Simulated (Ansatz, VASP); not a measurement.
## SnPb2S3: VASP beside Ansatz

The input INCAR:

```
SYSTEM = SnPb2S3
PREC = Accurate
ENCUT = 520
EDIFF = 1E-7
ISMEAR = 0
SIGMA = 0.1
LREAL = .False.
LASPH = .True.
NELM = 60
ALGO = Normal
ISIF = 2
LWAVE = .False.
LCHARG = .False.
GGA = PE
NBANDS = 39
```

Contents of KPOINTS:

```
Automatic mesh
0
Gamma
  6 6 2
  0 0 0
```

The input POSCAR:

```
SnPb2S3
1.0
    4.2328300000      0.0000000000      0.0000000000
   -2.1164150000      3.6657383100      0.0000000000
    0.0000000000      0.0000000000     10.3682736600
Sn Pb S
1 2 3
Direct
    0.0000000000      0.0000000000      0.0000000000
    0.6666666700      0.3333333300      0.3333333300
    0.3333333300      0.6666666700      0.6666666700
    0.3333333300      0.6666666700      0.1666666700
    0.0000000000      0.0000000000      0.5000000000
    0.6666666700      0.3333333300      0.8333333300
```

Input for Ansatz:

```yaml
crystal:
  lattice:
    - [4.23283, 0.0, 0.0]
    - [-2.116415, 3.66573831, 0.0]
    - [0.0, 0.0, 10.36827366]
  atoms:
    - { symbol: Sn, position: [0.0, 0.0, 0.0] }
    - { symbol: Pb, position: [0.66666667, 0.33333333, 0.33333333] }
    - { symbol: Pb, position: [0.33333333, 0.66666667, 0.66666667] }
    - { symbol: S, position: [0.33333333, 0.66666667, 0.16666667] }
    - { symbol: S, position: [0.0, 0.0, 0.5] }
    - { symbol: S, position: [0.66666667, 0.33333333, 0.83333333] }
basis:
  ecutwfc: 420
kpoints:
  mp_grid: { grid: [6, 6, 2] }
hamiltonian:
  xc: pbe
scf:
  occupations: { method: gaussian, width: 0.1 }
  lower_state_search: "off"
output:
  forces: true
  stress: true
  eigenvalues: true
```

Alike in both runs: task single point; functional PBE; k mesh 6 × 6 × 2; occupations gaussian, width 0.1 eV; no spin polarisation.

|  | VASP | Ansatz |
| --- | --- | --- |
| version | VASP 6.6.1 | Ansatz 0.2.0 |
| potentials or method | VASP PAW PBE potentials, release 64 (Sn_d, Pb_d, S), cutoff 520 eV | scalar-relativistic, plane waves, PAW |
| valence electrons in the cell | 60 | 60 |

```tsv
	VASP	Ansatz	Ansatz less VASP
gap on the k mesh at the Fermi level (eV)	0.23	0.22	-0.005
least direct gap on the mesh (eV)	0.23	0.22	-0.005
pressure (GPa)	-0.7	-0.6	+0.06
rms of the force components (eV/Å)	0.098	0.099	+0.0004
```

Atom by atom the forces differ by 0.000 eV/Å (rms over components).

Neither program's run includes spin-orbit coupling.
